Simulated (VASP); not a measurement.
Write the native input for VASP 6.6.1 that does the following.

* Task: single point
* Functional: r2SCAN
* Potentials or basis: VASP PAW PBE potentials, release 64 (Sn_d)
* Cutoff: 440 eV
* k mesh: 8 × 8 × 1
* Occupations: gaussian, width 0.1 eV
* Spin: no spin polarisation
* Dipole correction: yes
* Further INCAR settings: ALGO = Normal; EDIFF = 1e-06; NBANDS = 81

The system is Sn, a slab with vacuum.

```
CELL_PARAMETERS angstrom
4.45588 0.00000 0.00000
0.56882 4.41943 0.00000
0.00000 0.00000 26.90227
ATOMIC_POSITIONS crystal
Sn 0.81842 0.81842 0.29788
Sn 0.25867 0.25867 0.29853
Sn 0.53970 0.53970 0.38797
Sn 0.03574 0.03574 0.40460
Sn 0.32002 0.32002 0.49868
Sn 0.76491 0.76491 0.50132
Sn 0.04919 0.04919 0.59540
Sn 0.54523 0.54523 0.61203
Sn 0.82627 0.82627 0.70147
Sn 0.26652 0.26652 0.70212
```

One way to write it, as run:

POSCAR

```
Sn
1.0
    4.4558829926      0.0000000000      0.0000000000
    0.5688236607      4.4194267600      0.0000000000
    0.0000000000      0.0000000000     26.9022719744
Sn
10
Direct
    0.8184169011      0.8184169011      0.2978796729
    0.2586668559      0.2586668559      0.2985259614
    0.5396991082      0.5396991082      0.3879743484
    1.0357390150      1.0357390150      0.4046032903
    0.3200213685      0.3200213685      0.4986781301
    0.7649109946      0.7649109946      0.5013218576
    0.0491942059      0.0491942059      0.5953966729
    0.5452346031      0.5452346031      0.6120256878
    0.8262662945      0.8262662945      0.7014741259
    0.2665164607      0.2665164607      0.7021202526
```

INCAR.step1

```
PREC = Accurate ; ENCUT = 440
ISMEAR = 0 ; SIGMA = 0.1
LREAL = F ; LASPH = T
NELM = 120 ; LDIPOL = T
IDIPOL = 3 ; DIPOL = 0.5 0.5 0.500
NBANDS = 81 ; GGA = PE
ALGO = Normal ; EDIFF = 1E-5
LWAVE = T ; LCHARG = F
GGA_COMPAT = F ; NELMDL = -8
KPAR = 4
```

INCAR.step2

```
PREC = Accurate ; ENCUT = 440
EDIFF = 1E-6 ; ISMEAR = 0
SIGMA = 0.1 ; LREAL = F
LASPH = T ; NELM = 120
ALGO = Normal ; ISIF = 2
LWAVE = F ; LCHARG = F
LDIPOL = T ; IDIPOL = 3
DIPOL = 0.5 0.5 0.500 ; METAGGA = R2SCAN
LMIXTAU = T ; NBANDS = 81
ISTART = 1 ; GGA_COMPAT = F
KPAR = 4
```

KPOINTS

```
Automatic mesh
0
Gamma
  8 8 1
```

Potentials or basis: VASP PAW PBE potentials, release 64 (Sn_d).

Launch:

```sh
$ cat potpaw_PBE.64/Sn_d/POTCAR > POTCAR
$ cp INCAR.step1 INCAR
$ mpirun -np 4 vasp_std > vasp.out
$ cp INCAR.step2 INCAR
$ mpirun -np 4 vasp_std > vasp.out
```

Results of the run:

```
Largest force          : 0.013 eV/Å
Band gap on the k mesh : zero (bands 70 and 71 overlap by 2.38 eV)
```

Caveat: the PAW data sets were made with another functional, which shifts forces and pressure a little; spin-orbit coupling is left out, which moves the levels of the heavy elements.

It took 34 min on 4 MPI ranks on Intel(R) Xeon(R) Platinum 8488C (Sapphire Rapids), with other jobs on the host, peak memory 0.77 GiB a rank.
